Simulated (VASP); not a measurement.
# SnGe2 (P3m1) in VASP: single point with PBE

Aim: the single point of SnGe2 with PBE.

All numbers are computed with VASP 6.6.1; they aren't measurements. Logs are shortened: lines on timing, memory, paths and dates and some standing lists are left out, and cuts for length are marked.

### 1 The cell of the first run

The typed cell holds 3 atoms: a = 4.233 Å, b = 4.233 Å, c = 5.409 Å, α = 90.00°, β = 90.00°, γ = 120.00°.

The cell was generated, and may not be a known phase.

### 2 Single point, PBE

INCAR reads:

```
SYSTEM = SnGe2
ALGO = Normal
EDIFF = 1E-6
ENCUT = 500
GGA = PE
GGA_COMPAT = .False.
ISIF = 2
ISMEAR = 0
LASPH = .True.
LCHARG = .True.
LELF = .True.
LREAL = .False.
LVHAR = .True.
LWAVE = .False.
NBANDS = 28
NELM = 120
PREC = Accurate
SIGMA = 0.2
```

KPOINTS reads:

```
k-points
0
Gamma
  5 5 4
  0 0 0
```

POSCAR reads:

```
SnGe2
1.0
    4.2327140640     -0.0000000029      0.0000000000
   -2.1163570295      3.6656379078      0.0000000000
    0.0000000000      0.0000000000      5.4092407847
Sn Ge
1 2
Direct
    0.3333333333      0.6666666667      0.1430357020
    0.6666666667      0.3333333333      0.4097233261
    0.6666666667      0.3333333333      0.8768285619
```

Potentials or basis: VASP PAW PBE potentials, release 64 (Sn_d, Ge_d).

Launch:

```sh
$ cat potpaw_PBE.64/Sn_d/POTCAR potpaw_PBE.64/Ge_d/POTCAR > POTCAR
$ mpirun -np 1 vasp_std > vasp.out
```

OUTCAR:

```text
SYSTEM = SnGe2
   EDIFF = 1E-6
   ENCUT = 500
   GGA = PE
   ISIF = 2
   ISMEAR = 0
   LASPH = .True.
   LREAL = .False.
   NELM = 120
   PREC = Accurate

 ion  position               nearest neighbor table
   1  0.333  0.667  0.143-   3 2.84   3 2.84   3 2.84   2 2.84   2 2.84   2 2.84
   2  0.667  0.333  0.410-   3 2.53   1 2.84   1 2.84   1 2.84   3 2.88
   3  0.667  0.333  0.877-   2 2.53   1 2.84   1 2.84   1 2.84   2 2.88

  LATTYP: Found a hexagonal cell.
 ALAT       =     4.2327140640
 C/A-ratio  =     1.2779603590

  Lattice vectors:

 A1 = (   4.2327140640,  -0.0000000029,   0.0000000000)
 A2 = (  -2.1163570295,   3.6656379078,   0.0000000000)
 A3 = (   0.0000000000,   0.0000000000,   5.4092407847)

Analysis of symmetry for initial positions (statically):
=====================================================================
 Subroutine PRICEL returns:
 Original cell was already a primitive cell.

 Routine SETGRP: Setting up the symmetry group for a
 hexagonal supercell.

 Subroutine GETGRP returns: Found  6 space group operations
 (whereof  6 operations were pure point group operations)
 out of a pool of 24 trial point group operations.

The static configuration has the point symmetry C_3v.

Analysis of symmetry for dynamics (positions and initial velocities):
=====================================================================
 Subroutine PRICEL returns:
 Original cell was already a primitive cell.

 Routine SETGRP: Setting up the symmetry group for a
 hexagonal supercell.

 Subroutine GETGRP returns: Found  6 space group operations
 (whereof  6 operations were pure point group operations)
 out of a pool of 24 trial point group operations.

The dynamic configuration has the point symmetry C_3v.

 Subroutine INISYM returns: Found  6 space group operations
 (whereof  6 operations are pure point group operations),
 and found     1 'primitive' translations

----------------------------------------------------------------------------------------

                                     Primitive cell

  volume of cell :      83.9276

  direct lattice vectors                    reciprocal lattice vectors
     4.232714064 -0.000000003  0.000000000     0.236255033  0.136401907  0.000000000
    -2.116357030  3.665637908  0.000000000     0.000000000  0.272803814  0.000000000
     0.000000000  0.000000000  5.409240785     0.000000000  0.000000000  0.184868827

  length of vectors
     4.232714064  4.232714064  5.409240785     0.272803814  0.272803814  0.184868827

  position of ions in fractional coordinates (direct lattice)
     0.333333333  0.666666667  0.143035702
     0.666666667  0.333333333  0.409723326
     0.666666667  0.333333333  0.876828562

  ion indices of the primitive-cell ions
   primitive index   ion index
                 1           1
                 2           2
                 3           3

----------------------------------------------------------------------------------------

 KPOINTS: k-points

Automatic generation of k-mesh.
 Grid dimensions read from file:
 generate k-points for:    5    5    4

 Generating k-lattice:

  Cartesian coordinates                     Fractional coordinates (reciprocal lattice)
     0.047251007  0.027280381  0.000000000     0.200000000 -0.000000000  0.000000000
     0.000000000  0.054560763  0.000000000     0.000000000  0.200000000  0.000000000
     0.000000000  0.000000000  0.046217207     0.000000000  0.000000000  0.250000000

  Length of vectors
     0.054560763  0.054560763  0.046217207

  Shift w.r.t. Gamma in fractional coordinates (k-lattice)
     0.000000000  0.000000000  0.000000000

 Subroutine IBZKPT returns following result:
 ===========================================

 Found     17 irreducible k-points:

 Following reciprocal coordinates:
            Coordinates               Weight
  0.000000  0.000000  0.000000      1.000000
  0.200000  0.000000  0.000000      6.000000
  0.400000 -0.000000  0.000000      6.000000
  0.200000  0.200000  0.000000      6.000000
  0.400000  0.200000  0.000000      6.000000
  0.000000  0.000000  0.250000      2.000000
[... 9 lines left out ...]
  0.200000  0.200000  0.500000      6.000000
  0.400000  0.200000  0.500000      6.000000
   k-points           NKPTS =     17   k-points in BZ     NKDIM =     17   number of bands    NBANDS=     28
   number of dos      NEDOS =    301   number of ions     NIONS =      3
   total plane-waves  NPLWV =  40960
   dimension x,y,z NGX =    32 NGY =   32 NGZ =   40
   dimension x,y,z NGXF=    64 NGYF=   64 NGZF=   80
   ions per type =               1   2
   NGX,Y,Z   is equivalent  to a cutoff of  12.57, 12.57, 12.29 a.u.
   NGXF,Y,Z  is equivalent  to a cutoff of  25.14, 25.14, 24.59 a.u.
 SYSTEM =  SnGe2
   PREC   = accura    normal or accurate (medium, high low for compatibility)
   ISTART =      0    job   : 0-new  1-cont  2-samecut
   ICHARG =      2    charge: 1-file 2-atom 10-const
   ISPIN  =      1    spin polarized calculation?
   LNONCOLLINEAR =      F non collinear calculations
   LSORBIT =      F    spin-orbit coupling
   LASPH  =      T    aspherical Exc in radial PAW
   ENCUT  =  500.0 eV  36.75 Ry    6.06 a.u.   7.72  7.72  9.86*2*pi/ulx,y,z
   NELM   =    120;   NELMIN=  2; NELMDL= -5     # of ELM steps
   EDIFF  = 0.1E-05   stopping-criterion for ELM
   LREAL  =      F    real-space projection
   EDIFFG = 0.1E-04   stopping-criterion for IOM
   NSW    =      0    number of steps for IOM
   IBRION =     -1    ionic relax: 0-MD 1-quasi-New 2-CG
   NFREE  =      0    steps in history (QN), initial steepest desc. (CG)
   ISIF   =      2    stress and relaxation
   ISYM   =      2    0-nonsym 1-usesym 2-fastsym
   POTIM  = 0.5000    time-step for ionic-motion
   TEBEG  =    0.0;   TEEND  =   0.0 temperature during run
   PSTRESS=    0.0 pullay stress
   NELECT =      42.0000    total number of electrons
   NUPDOWN=      -1.0000    fix difference up-down
   EMIN   =  10.00;   EMAX   =-10.00  energy-range for DOS
   EFERMI =   0.00;   METHOD = LEGACY
   ISMEAR =     0;   SIGMA  =   0.20  broadening in eV -4-tet -1-fermi 0-gaus
   EFERMI_NEDOS =   21; number of points for ismear=-14 and -15
   IALGO  =     38    algorithm
   IMIX   =      4    mixing-type and parameters
     AMIX     =   0.40;   BMIX     =  1.00
     AMIX_MAG =   1.60;   BMIX_MAG =  1.00
  volume/ion in A,a.u.               =      27.98       188.79
  Fermi-wavevector in a.u.,A,eV,Ry     =   1.299740  2.456152 22.984632  1.689323
  Thomas-Fermi vector in A             =   2.430984
   LORBIT       =      0    0 simple, 1 ext, 2 COOP (PROOUT), +10 PAW based schemes
   GGA     = PE    functional components
   LHFCALC =     F    Hartree Fock is set to
   AEXX    =    0.0000 exact exchange contribution
   IVDW    =     0    specifies the selected vdW correction
   LEPSILON=     F    determine dielectric tensor
   LRPA    =     F    only Hartree local field effects (RPA)
 non-spin polarized calculation
 Gauss-broadening in eV      SIGMA  =   0.20
  energy-cutoff  :      500.00
  volume of cell :       83.93
 maximum number of plane-waves:      2173
 NGX is ok and might be reduce to    32
   NGX = 15   NGY = 15   NGZ = 19

 number of electron      41.9999982 magnetization

 Free energy of the ion-electron system (eV)
  ---------------------------------------------------
  ext. energy  EPLUGINS =         0.00000000
  ---------------------------------------------------
  free energy    TOTEN  =       -11.87044687 eV

  energy without entropy =      -11.85774146  energy(sigma->0) =      -11.86409417

 E-fermi :   4.7715     XC(G=0):  -9.3533

 val. band max:        4.5676994839   @ k =   0.4000  -0.0000   0.0000
 cond. band min:       4.9323274969   @ k =   0.4000  -0.0000   0.5000
 fundamental gap:      0.3646280130
 Fermi energy:         4.7714591286

 k-point     1 :       0.0000    0.0000    0.0000
  band No.  band energies     occupation
      1     -20.1911      2.00000
      2     -20.0994      2.00000
      3     -20.0994      2.00000
      4     -20.0432      2.00000
      5     -20.0432      2.00000
      6     -20.0364      2.00000
[... 20 lines left out ...]
     27      10.3080      0.00000
     28      11.7012      0.00000

 k-point     2 :       0.2000    0.0000    0.0000
  band No.  band energies     occupation
      1     -20.1905      2.00000
      2     -20.0992      2.00000
      3     -20.0990      2.00000
      4     -20.0436      2.00000
      5     -20.0424      2.00000
      6     -20.0351      2.00000
[... 20 lines left out ...]
     27      10.0522      0.00000
     28      12.0858      0.00000

 k-point     3 :       0.4000   -0.0000    0.0000
  band No.  band energies     occupation
      1     -20.1896      2.00000
      2     -20.0991      2.00000
      3     -20.0983      2.00000
      4     -20.0443      2.00000
      5     -20.0411      2.00000
      6     -20.0331      2.00000
[... 20 lines left out ...]
     27      11.7940      0.00000
     28      12.5471      0.00000

 k-point     4 :       0.2000    0.2000    0.0000
  band No.  band energies     occupation
      1     -20.1898      2.00000
      2     -20.0991      2.00000
      3     -20.0985      2.00000
      4     -20.0438      2.00000
      5     -20.0418      2.00000
      6     -20.0335      2.00000
[... 361 lines left out ...]
     27      11.8126      0.00000
     28      12.0502      0.00000

 k-point    16 :       0.2000    0.2000    0.5000
  band No.  band energies     occupation
      1     -20.1256      2.00000
      2     -20.0743      2.00000
      3     -20.0731      2.00000
      4     -20.0406      2.00000
      5     -20.0396      2.00000
      6     -20.0391      2.00000
[... 20 lines left out ...]
     27      11.4073      0.00000
     28      11.6176      0.00000

 k-point    17 :       0.4000    0.2000    0.5000
  band No.  band energies     occupation
      1     -20.1253      2.00000
      2     -20.0746      2.00000
      3     -20.0728      2.00000
      4     -20.0400      2.00000
      5     -20.0390      2.00000
      6     -20.0387      2.00000
[... 20 lines left out ...]
     27      11.6543      0.00000
     28      12.1140      0.00000

------------------------ aborting loop because EDIFF is reached ----------------------------------------

  FORCE on cell =-STRESS in cart. coord.  units (eV):
  Direction    XX          YY          ZZ          XY          YZ          ZX
  --------------------------------------------------------------------------------------
  -------------------------------------------------------------------------------------
  Total        0.0404162      0.0404162      0.1985695     -0.0000000      0.0000000     -0.0000000
  in kB        0.7715442      0.7715442      3.7906911     -0.0000000      0.0000000     -0.0000000
  external PRESSURE =       1.7779265 kB  Pullay stress =       0.0000000 kB

 VOLUME and BASIS-vectors are now :
 -----------------------------------------------------------------------------
  energy-cutoff  :      500.00
  volume of cell :       83.93
      direct lattice vectors                 reciprocal lattice vectors
     4.232714064 -0.000000003  0.000000000     0.236255033  0.136401907  0.000000000
    -2.116357030  3.665637908  0.000000000     0.000000000  0.272803814  0.000000000
     0.000000000  0.000000000  5.409240785     0.000000000  0.000000000  0.184868827

 POSITION                                       TOTAL-FORCE (eV/Angst)
 -----------------------------------------------------------------------------------
      0.00000      2.44376      0.77371         0.000000     -0.000000      0.003378
      2.11636      1.22188      2.21629        -0.000000      0.000000      0.045073
      2.11636      1.22188      4.74298        -0.000000     -0.000000     -0.048451
 -----------------------------------------------------------------------------------
    total drift:                               -0.000001      0.000000      0.000209

  FREE ENERGIE OF THE ION-ELECTRON SYSTEM (eV)
  ---------------------------------------------------
  free  energy   TOTEN  =       -11.8704468731 eV

  energy  without entropy=      -11.8577414578  energy(sigma->0) =      -11.86409417
```

It took 30 s on 1 thread of Intel Xeon 8259CL, shared host; peak memory 0.2 GiB.

What came out:

```
Free energy            : -11.8704 eV
Pressure               : 0.2 GPa
Largest force          : 0.048 eV/Å
Band gap on the k mesh : zero (bands 21 and 22 overlap by 0.80 eV)
```

Forces in eV/Å, atoms in the order of the input:
```
Sn   0.000  0.000  0.003
Ge   0.000  0.000  0.045
Ge   0.000  0.000 -0.048
```

Stress tensor (GPa, compression positive):
```
0.08 0.00 0.00
0.00 0.08 0.00
0.00 0.00 0.38
```

Levels at points of the mesh, in eV from the Fermi level:
```
           k point  band 19  band 20  band 21  band 22  band 23  band 24
(0.00, 0.00, 0.00)    -1.10    -1.10    -0.62     2.62     2.62     2.83
(0.00, 0.00, 0.50)    -0.48    -0.43    -0.43     0.88     0.88     2.06
```

Caveat: semilocal functionals underestimate gaps, and a narrow one can read as zero; spin-orbit coupling is left out, which moves the levels of the heavy elements.

The gap in the log of VASP goes by the Fermi energy; the results here count the filled bands.